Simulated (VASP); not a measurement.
# Na2Al2O: single point with PBE

Crystal: Na2Al2O.

```
Na Al O
1.0
     2.20712    1.27428    6.58372
    -2.20712    1.27428    6.58372
     0.00000   -2.54856    6.58372
Na Al O
2 2 1
Direct
  0.61314 0.61314 0.61314
  0.38686 0.38686 0.38686
  0.18703 0.18703 0.18703
  0.81297 0.81297 0.81297
  0.50000 0.50000 0.50000
```

| Item | Value |
| --- | --- |
| Program | VASP 6.6.1 |
| Task | single point |
| Functional | PBE |
| Potentials or basis | VASP PAW PBE potentials, release 64 (Na_pv, Al, O) |
| Cutoff | 520 eV |
| k mesh | 6 × 6 × 6 |
| Occupations | gaussian, width 0.1 eV |
| Spin | no spin polarisation |
| Dipole correction | no |
| Further INCAR settings | ALGO = Normal; EDIFF = 1e-06; NBANDS = 21 |

The pressure is -0.2 GPa. The largest force is 0.016 eV/Å and the band gap on the k mesh is zero (band 13 reaches 3.17 eV, above the bottom of band 14 at 2.31 eV).

Forces on the atoms (eV/Å):
```
Na   0.000  0.000  0.016
Na   0.000  0.000 -0.016
Al   0.000  0.000 -0.015
Al   0.000  0.000  0.015
O    0.000  0.000  0.000
```

Stress tensor (GPa, compression positive):
```
-0.34  0.00  0.00
 0.00 -0.34  0.00
 0.00  0.00  0.15
```

Levels at points of the mesh, in eV from the Fermi level:
```csv
k point,band 11,band 12,band 13,band 14,band 15,band 16
"(0.00, 0.00, 0.00)",-3.50,-1.05,-0.40,0.81,0.81,2.93
"(0.50, 0.00, 0.00)",-3.04,-0.67,-0.51,1.34,1.84,2.22
"(0.50, 0.50, 0.00)",-3.11,-0.98,-0.56,0.70,2.31,3.03
"(0.50, 0.50, 0.50)",-3.50,-1.41,0.80,0.80,2.21,2.38
```

Wall time 2 min on 1 thread of Intel(R) Xeon(R) 6975P-C (Granite Rapids) (shared host), peak memory 0.41 GiB.
